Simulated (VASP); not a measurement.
The system is CdTe.

```
Cd Te
1.0
     0.00000    3.20500    3.20500
     3.20500    0.00000    3.20500
     3.20500    3.20500    0.00000
Cd Te
1 1
Direct
  0.00000 0.00000 0.00000
  0.25000 0.25000 0.25000
```

```yaml
Program: VASP 6.6.1
Task: relaxation of cell and atoms
Functional: PBE
Potentials_or_basis: VASP PAW PBE potentials, release 64 (Cd, Te)
Cutoff: 600 eV
k_mesh: 8 × 8 × 8
Occupations: fermi-dirac, width 0.02 eV
Spin: no spin polarisation
```

At the start: pressure 4.4 GPa; volume 32.92 Å³/atom.

Q: Where does the relaxation end?

A: Over 3 steps the energy falls by 42.0 meV/atom and the volume is 36.30 Å³/atom (+10.3 %); space group F-43m (No. 216, to 0.05 Å).

Step by step:
```
step  energy change (eV)  largest force (eV/Å)  pressure (GPa)  volume (Å³)
   1              0.0000                0.0000            4.35        65.84
   2             -0.0777                0.0000           -0.93        74.74
   3             -0.0840                0.0000            0.02        72.61
```

Final structure:
```
Cd Te
1.0
     0.00000    3.31116    3.31116
     3.31116    0.00000    3.31116
     3.31116    3.31116    0.00000
Cd Te
1 1
Direct
  0.00000 0.00000 0.00000
  0.25000 0.25000 0.25000
```

Caveat: the volume moved by +10 % from the deposited cell, more than functionals usually miss.
